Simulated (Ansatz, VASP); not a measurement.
**InSb3 in VASP and in Ansatz**

```xyz
4
Lattice="0.0000 3.7946 3.7946 3.7946 0.0000 3.7946 3.7946 3.7946 0.0000" Properties=species:S:1:pos:R:3 pbc="T T T"
In    0.0000    0.0000    0.0000
Sb    1.8973    1.8973    1.8973
Sb    5.6918    5.7418    5.6918
Sb    3.7946    3.7946    3.7946
```

Alike in both runs: task single point; functional LDA; k mesh 4 × 4 × 4; occupations fermi-dirac, width 0.1 eV; no spin polarisation.

|  | VASP | Ansatz |
| --- | --- | --- |
| version | VASP 6.6.1 | Ansatz 0.2.0 |
| potentials or method | VASP PAW LDA potentials, release 64 (In_d, Sb), cutoff 500 eV | plane waves, PAW |
| valence electrons in the cell | 28 | 58 |

|  | VASP | Ansatz | Ansatz less VASP |
| --- | --- | --- | --- |
| rms of the force components (eV/Å) | 0.014 | 0.015 | +0.0006 |

LDA's correlation is that of Perdew and Zunger in VASP and of Perdew and Wang (1992) in Ansatz. Atom by atom the forces differ by 0.001 eV/Å (rms over components). VASP's potentials hold 28 valence electrons a cell and Ansatz's 58, so a difference there can come from the potentials and not from the codes.

Spin-orbit coupling is off throughout.
